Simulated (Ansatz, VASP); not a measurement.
NaYPb4 in VASP and in Ansatz

```
Na Y Pb
1.0
     5.92862    0.00000    0.00000
     0.00000    5.92862    0.00000
     0.00000    0.00000    8.71798
Na Y Pb
1 1 4
Direct
  0.50000 0.50000 0.50000
  0.00000 0.00000 0.00000
  0.50000 0.00000 0.00000
  0.00000 0.50000 0.00000
  0.00000 0.00000 0.33745
  0.00000 0.00000 0.66255
```

Alike in both runs: functional PBE; k mesh 4 × 4 × 2; occupations gaussian, width 0.1 eV; no spin polarisation.

Ansatz relaxed the structure, and its values are those at the end. VASP's run is a single point on that final structure, the one shown.

```csv
,VASP,Ansatz
version,VASP 6.6.1,Ansatz 0.2.0
potentials or method,"VASP PAW PBE potentials, release 64 (Na_pv, Y_sv, Pb_d), cutoff 520 eV","scalar-relativistic, plane waves, PAW"
valence electrons in the cell,74,76
```

```tsv
	VASP	Ansatz	Ansatz less VASP
gap on the k mesh at the Fermi level (eV)	none	none	-
pressure (GPa)	-0.1	0.0	+0.05
```

A gap of «none» marks a metal or a gap that the smearing closes. The functional is the same, so the differences come from potentials, cutoffs and numerics. VASP's potentials hold 74 valence electrons a cell and Ansatz's 76, so a difference there can come from the potentials and not from the codes.

The k mesh is coarse, so the values compare programs but aren't converged. Neither program's run includes spin-orbit coupling.
